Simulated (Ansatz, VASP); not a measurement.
# Two plane-wave programs on HfO2

The input INCAR:

```
PREC = Accurate
ENCUT = 520
EDIFF = 1E-7
ISMEAR = 0
SIGMA = 0.02
LREAL = False
LASPH = True
NELM = 80
ALGO = Normal
ISIF = 2
LWAVE = False
LCHARG = False
GGA = PE
NBANDS = 56
```

File KPOINTS:

```
Automatic mesh
0
Gamma
  4 4 4
```

The input POSCAR:

```
HfO2
1.0
    5.1609175396      0.0000000000     -0.0053571393
    0.0000000000      5.2121208449      0.0000000000
   -0.8931190063      0.0000000000      5.2768889889
Hf O
4 8
Direct
    0.2757348285      0.4570612825      0.7083732276
    0.7242651715      0.9570612825      0.7916267724
    0.7242651715      0.5429387175      0.2916267724
    0.2757348285      0.0429387175      0.2083732276
    0.4491836627      0.7427864434      0.9766481039
    0.5508163373      0.2427864434      0.5233518961
    0.5508163373      0.2572135566      0.0233518961
    0.4491836627      0.7572135566      0.4766481039
    0.0671197856      0.3286477909      0.3484185087
    0.9328802144      0.8286477909      0.1515814913
    0.9328802144      0.6713522091      0.6515814913
    0.0671197856      0.1713522091      0.8484185087
```

Input for Ansatz:

```yaml
crystal:
  lattice:
    - [5.1609175396, 0.0, -0.0053571393]
    - [0.0, 5.2121208449, 0.0]
    - [-0.8931190063, 0.0, 5.2768889889]
  atoms:
    - { symbol: Hf, position: [0.2757348285, 0.4570612825, 0.7083732276] }
    - { symbol: Hf, position: [0.7242651715, 0.9570612825, 0.7916267724] }
    - { symbol: Hf, position: [0.7242651715, 0.5429387175, 0.2916267724] }
    - { symbol: Hf, position: [0.2757348285, 0.0429387175, 0.2083732276] }
    - { symbol: O, position: [0.4491836627, 0.7427864434, 0.9766481039] }
    - { symbol: O, position: [0.5508163373, 0.2427864434, 0.5233518961] }
    - { symbol: O, position: [0.5508163373, 0.2572135566, 0.0233518961] }
    - { symbol: O, position: [0.4491836627, 0.7572135566, 0.4766481039] }
    - { symbol: O, position: [0.0671197856, 0.3286477909, 0.3484185087] }
    - { symbol: O, position: [0.9328802144, 0.8286477909, 0.1515814913] }
    - { symbol: O, position: [0.9328802144, 0.6713522091, 0.6515814913] }
    - { symbol: O, position: [0.0671197856, 0.1713522091, 0.8484185087] }
basis:
  ecutwfc: 420
  xc_grid: 2
kpoints:
  mp_grid: { grid: [4, 4, 4] }
  band_path: { path: [VBM, CBM], npoints: 2 }
hamiltonian:
  xc: pbe
scf:
  occupations: { method: gaussian, width: 0.02 }
output:
  forces: true
  stress: true
  eigenvalues: true
```

Alike in both runs: task single point; functional PBE; k mesh 4 × 4 × 4; occupations gaussian, width 0.02 eV; no spin polarisation.

|  | VASP | Ansatz |
| --- | --- | --- |
| version | VASP 6.6.1 | Ansatz 0.2.0 |
| potentials or method | VASP PAW PBE potentials, release 64 (Hf_pv, O), cutoff 520 eV | scalar-relativistic, plane waves, PAW |
| valence electrons in the cell | 88 | 152 |

```tsv
	VASP	Ansatz	Ansatz less VASP
gap on the k mesh at the Fermi level (eV)	4.00	4.04	+0.043
least direct gap on the mesh (eV)	4.08	4.13	+0.046
pressure (GPa)	-3.0	0.0	+3.05
traceless stress, the component that is largest in VASP (GPa)	-0.18	0.01	+0.190
rms of the force components (eV/Å)	0.033	0.001	-0.0319
```

Atom by atom the forces differ by 0.034 eV/Å (rms over components). VASP's potentials hold 88 valence electrons a cell and Ansatz's 152, so a difference there can come from the potentials and not from the codes.

Spin-orbit coupling is off throughout.
